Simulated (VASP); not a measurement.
A run of VASP 6.6.1:

INCAR

```
  PREC = Accurate
  ENCUT = 520
  EDIFF = 1E-6
  ISMEAR = -1
  SIGMA = 0.05
  LREAL = Auto
  LASPH = T
  NELM = 100
  ALGO = Normal
  ISIF = 2
  LWAVE = F
  LCHARG = F
  GGA = PE
  IVDW = 12
  ISYM = 0
  NBANDS = 70
```

File KPOINTS:

```
Automatic mesh
0
Gamma
  1 1 1
  0.25 0.25 0.25
```

Contents of POSCAR:

```
Hf2Se3S3
1.0
    7.3673110000     -0.0439010000     -0.0180960000
   -0.0439010000      7.5102110000     -0.0415870000
   -0.0180960000     -0.0415870000      7.3739650000
Hf Se S
4 6 6
Direct
    0.0165119484      0.6266358266      0.9931321486
    0.4728209279      0.7190899271      0.5521140879
    0.4569468760      0.8614426237      0.0274952112
    0.8766331974      0.2296508584      0.2074765807
    0.6461864451      0.1616029836      0.9722575267
    0.1422596176      0.3011505422      0.9528644735
    0.5990661064      0.9773174414      0.3531776189
    0.7538422864      0.7864445945      0.7832595356
    0.4712854574      0.3951532511      0.4114119907
    1.0054975735      0.1595617894      0.5263269056
    0.2702309663      0.6442672812      0.2588744648
    0.2595199435      0.8190587784      0.7662265105
    0.5751257131      0.5575233845      0.8640118579
    0.2571429101      0.3179880778      0.6213414938
    0.8007075070      0.5416705424      0.2186309612
    0.1214777053      0.9158095471      0.1343434682
```

Potentials or basis: VASP PAW PBE potentials, release 64 (Hf_pv, Se, S).

Launch:

```console
$ cat potpaw_PBE.64/Hf_pv/POTCAR potpaw_PBE.64/Se/POTCAR potpaw_PBE.64/S/POTCAR > POTCAR
$ mpirun -np 1 vasp_std > vasp.out
```

Hardware: 1 thread of Intel(R) Xeon(R) 6975P-C (Granite Rapids), on a shared host.

Problem. How long does it take, and how much memory?

Solution. Wall time 34 s on 1 thread of Intel(R) Xeon(R) 6975P-C (Granite Rapids), with other jobs on the host, peak memory 0.4 GiB. Counts: scf iterations 17, k points 1.
